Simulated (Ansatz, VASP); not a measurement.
# Two plane-wave programs on Pb

Contents of INCAR:

```
ALGO = Fast
EDIFF = 1E-7
ENCUT = 520
GGA = PE
ISIF = 2
ISMEAR = 0
LASPH = T
LCHARG = F
LREAL = F
LWAVE = F
NBANDS = 21
NELM = 100
PREC = Accurate
SIGMA = 0.1
```

KPOINTS

```
k-points
0
Gamma
  12 12 6
```

POSCAR

```
Pb
1.0
    3.6506947245      0.0000000000      0.0000000000
   -1.8253473622      2.9252546076      0.0000000000
    0.0000000000      0.0000000000      5.9936539000
Pb
2
Direct
    0.3283561768      0.6567123537      0.2500000000
    0.6716438232      0.3432876463      0.7500000000
```

Input for Ansatz:

```yaml
crystal:
  lattice:
    - [3.6506947245, 0.0, 0.0]
    - [-1.8253473622, 2.9252546076, 0.0]
    - [0.0, 0.0, 5.9936539]
  atoms:
    - { symbol: Pb, position: [0.3283561768, 0.6567123537, 0.25] }
    - { symbol: Pb, position: [0.6716438232, 0.3432876463, 0.75] }
basis:
  ecutwfc: 420
kpoints:
  mp_grid: { grid: [12, 12, 6] }
hamiltonian:
  xc: pbe
scf:
  occupations: { method: gaussian, width: 0.1 }
output:
  forces: true
  stress: true
  eigenvalues: true
  populations: true
```

Alike in both runs: task single point; functional PBE; k mesh 12 × 12 × 6; occupations gaussian, width 0.1 eV; no spin polarisation.

|  | VASP | Ansatz |
| --- | --- | --- |
| version | VASP 6.6.1 | Ansatz 0.2.0 |
| potentials or method | VASP PAW PBE potentials, release 64 (Pb_d), cutoff 520 eV | scalar-relativistic, plane waves, PAW |
| valence electrons in the cell | 28 | 28 |

|  | VASP | Ansatz | Ansatz less VASP |
| --- | --- | --- | --- |
| gap on the k mesh at the Fermi level (eV) | none | none | - |
| pressure (GPa) | -0.1 | 0.0 | +0.08 |
| traceless stress, the component that is largest in VASP (GPa) | -1.50 | -1.49 | +0.002 |

A gap of «none» marks a metal or a gap that the smearing closes. With one functional, cell and mesh, what is left measures potentials, basis and numerics.

Spin-orbit coupling is off throughout.
